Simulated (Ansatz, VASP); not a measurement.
**Tl in VASP and in Ansatz**

INCAR

```
PREC = Accurate
ENCUT = 520
EDIFF = 1E-6
ISMEAR = -1
SIGMA = 0.08
LREAL = F
LASPH = T
NELM = 80
ALGO = Normal
ISIF = 2
LWAVE = F
LCHARG = F
GGA = PE
NBANDS = 12
```

The input KPOINTS:

```
regular mesh
0
Gamma
  14 14 14
```

POSCAR

```
Tl
1.0
    0.0000000000      2.5223015249      2.5223015249
    2.5223015249      0.0000000000      2.5223015249
    2.5223015249      2.5223015249      0.0000000000
Tl
1
Direct
    0.0000000000      0.0000000000      0.0000000000
```

Input for Ansatz:

```yaml
crystal:
  lattice:
    - [0.0, 2.5223015249, 2.5223015249]
    - [2.5223015249, 0.0, 2.5223015249]
    - [2.5223015249, 2.5223015249, 0.0]
  atoms:
    - { symbol: Tl, position: [0.0, 0.0, 0.0] }
kpoints:
  mp_grid: { grid: [14, 14, 14] }
scf:
  occupations: { method: fermi_dirac, width: 0.08 }
hamiltonian:
  xc: pbe
  pseudopotentials: { kind: all_electron, lapw: { basis_error: 0.00025 } }
output:
  forces: true
  stress: true
  eigenvalues: true
```

Change from the starting cell: volume scaled by 1.03.

Alike in both runs: task single point; functional PBE; k mesh 14 × 14 × 14; occupations fermi-dirac, width 0.08 eV; no spin polarisation.

```csv
,VASP,Ansatz
version,VASP 6.6.1,Ansatz 0.2.0
potentials or method,"VASP PAW PBE potentials, release 64 (Tl_d), cutoff 520 eV","all-electron LAPW, scalar-relativistic"
```

```csv
,VASP,Ansatz,Ansatz less VASP
pressure (GPa),-0.8,-0.7,+0.06
```

Ansatz ran all-electron here, and VASP with PAW potentials.

Neither program's run includes spin-orbit coupling.
